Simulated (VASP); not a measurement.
Here is a VASP 6.6.1 calculation.

Contents of INCAR:

```
PREC = Accurate
ENCUT = 520
EDIFF = 1E-8
ISMEAR = -1
SIGMA = 0.08
LREAL = False
LASPH = True
NELM = 80
ALGO = Normal
ISIF = 2
LWAVE = False
LCHARG = False
GGA = PS
LEFG = True
NBANDS = 16
```

KPOINTS

```
Automatic mesh
0
Gamma
  12 12 12
```

POSCAR

```
HgTe
1.0
    0.0000000000      2.9599451983      2.9599451983
    2.9599451983      0.0000000000      2.9599451983
    2.9599451983      2.9599451983      0.0000000000
Hg Te
1 1
Direct
    0.0000000000      0.0000000000      0.0000000000
    0.5000000000      0.5000000000      0.5000000000
```

Potentials or basis: VASP PAW PBE potentials, release 64 (Hg, Te).

Command:

```console
$ cat potpaw_PBE.64/Hg/POTCAR potpaw_PBE.64/Te/POTCAR > POTCAR
$ mpirun -np 1 vasp_std > vasp.out
```

(1) What does it give for the pressure?

(2) Estimate the band gap on the k mesh.

Answers

(1) 3.1 GPa.

(2) zero (bands 9 and 10 overlap by 3.04 eV).

Caveat: the cell stands under pressure; the PAW data sets were made with another functional, which shifts forces and pressure a little; spin-orbit coupling is left out, which moves the levels of the heavy elements.
